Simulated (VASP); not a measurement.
A run of VASP 6.6.1 is set up as follows.

INCAR

```
  ALGO = Normal
  DIPOL = 0.5 0.5 0.328
  EDIFF = 1E-6
  ENCUT = 520
  GGA = PE
  IDIPOL = 3
  ISIF = 2
  ISMEAR = 0
  LASPH = T
  LCHARG = F
  LDIPOL = T
  LREAL = F
  LWAVE = F
  NBANDS = 86
  NELM = 100
  PREC = Accurate
  SIGMA = 0.1
```

File KPOINTS:

```
k-points
0
Gamma
  6 6 1
```

File POSCAR:

```
Ti12Si
1.0
    5.8150893850      0.0000000000      0.0000000000
   -2.9075446925      5.0360151327      0.0000000000
    0.0000000000      0.0000000000     19.9935258504
Ti Si
12 1
Direct
    0.3333333333      0.1666666667      0.2000647625
    0.3333333333      0.6666666667      0.2000647625
    0.8333333333      0.1666666667      0.2000647625
    0.8333333333      0.6666666667      0.2000647625
    0.1666666667      0.3333333333      0.3124429301
    0.1666666667      0.8333333333      0.3124429301
    0.6666666667      0.3333333333      0.3124429301
    0.6666666667      0.8333333333      0.3124429301
    0.0000000000      0.0000000000      0.4248138079
    0.0000000000      0.5000000000      0.4248138079
    0.5000000000      0.0000000000      0.4248138079
    0.5000000000      0.5000000000      0.4248138079
    0.3333333333      0.1666666667      0.5181269524
```

Potentials or basis: VASP PAW PBE potentials, release 64 (Ti_sv, Si).

The run is started by

```sh
$ cat potpaw_PBE.64/Ti_sv/POTCAR potpaw_PBE.64/Si/POTCAR > POTCAR
$ mpirun -np 1 vasp_std > vasp.out
```

**Question.** What does it give for the band gap on the k mesh?

**Answer.** Zero (bands 74 and 75 overlap by 0.66 eV).

**Question.** Predict the largest force.

**Answer.** 0.835 eV/Å.

Forces in eV/Å, atoms in the order of the input:
```
Ti   0.000  0.000 -0.029
Ti  -0.097 -0.056  0.059
Ti   0.000  0.112  0.059
Ti   0.097 -0.056  0.059
Ti  -0.126  0.073 -0.244
Ti   0.000 -0.145 -0.244
Ti   0.126  0.073 -0.244
Ti   0.000  0.000 -0.400
Ti   0.141  0.081  0.044
Ti   0.000  0.000  0.835
Ti  -0.141  0.081  0.044
Ti   0.000 -0.163  0.044
Si   0.000  0.000  0.019
```
